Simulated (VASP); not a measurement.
A run of VASP 6.6.1 is set up as follows.

Contents of INCAR:

```
PREC     = Accurate       # precision mode
ENCUT    = 520            # plane-wave cutoff, eV
EDIFF    = 1E-7           # SCF threshold, eV
ISMEAR   = 0              # smearing method
SIGMA    = 0.1            # smearing width, eV
LREAL    = F              # projectors in reciprocal space
LASPH    = T              # aspherical terms in the spheres
NELM     = 120            # most SCF steps
ALGO     = Normal         # electronic algorithm
ISIF     = 2              # what is computed and relaxed
LWAVE    = F              # write WAVECAR
LCHARG   = F              # write CHGCAR
LDIPOL   = T            
IDIPOL   = 3            
DIPOL    = 0.5 0.5 0.491
GGA      = PS             # functional
IBRION   = 2              # ionic algorithm
NSW      = 90             # ionic steps
EDIFFG   = -0.03          # ionic threshold
GGA_COMPAT= F            
NELMIN   = 4            
NELMDL   = -8
```

File KPOINTS:

```
regular mesh
0
Gamma
  11 11 1
```

Contents of POSCAR:

```
HOs4
1.0
    2.7013757170      0.0000000000      0.0000000000
    0.0000000000      2.7013757170      0.0000000000
    0.0000000000      0.0000000000     24.7304832641
Os H
4 1
Selective dynamics
Direct
    0.5000000000      0.5000000000      0.3437053740  F F F
    0.0000000000      0.0000000000      0.4209445071  F F F
    0.5000000000      0.5000000000      0.5005103018  T T T
    0.0000000000      0.0000000000      0.5722021066  T T T
    0.0000000000      0.5000000000      0.6174903441  T T T
```

Potentials or basis: VASP PAW PBE potentials, release 64 (Os, H).

Launch:

```sh
$ cat potpaw_PBE.64/Os/POTCAR potpaw_PBE.64/H/POTCAR > POTCAR
$ mpirun -np 1 vasp_std > vasp.out
```

**Question.** What does it give for the energy gained by relaxing?

**Answer.** 10.9 meV/atom.

**Question.** What does it give for the band gap on the k mesh?

**Answer.** Zero (an odd number of electrons rules out a gap without spin polarisation).

Final structure:
```
CELL_PARAMETERS angstrom
2.70138 0.00000 0.00000
0.00000 2.70138 0.00000
0.00000 0.00000 24.73048
ATOMIC_POSITIONS crystal
Os 0.50000 0.50000 0.34371
Os 0.00000 0.00000 0.42094
Os 0.50000 0.50000 0.50101
Os 0.00000 0.00000 0.57305
H 0.00000 0.50000 0.62282
```

Caveat: spin-orbit coupling is left out, which moves the levels of the heavy elements.
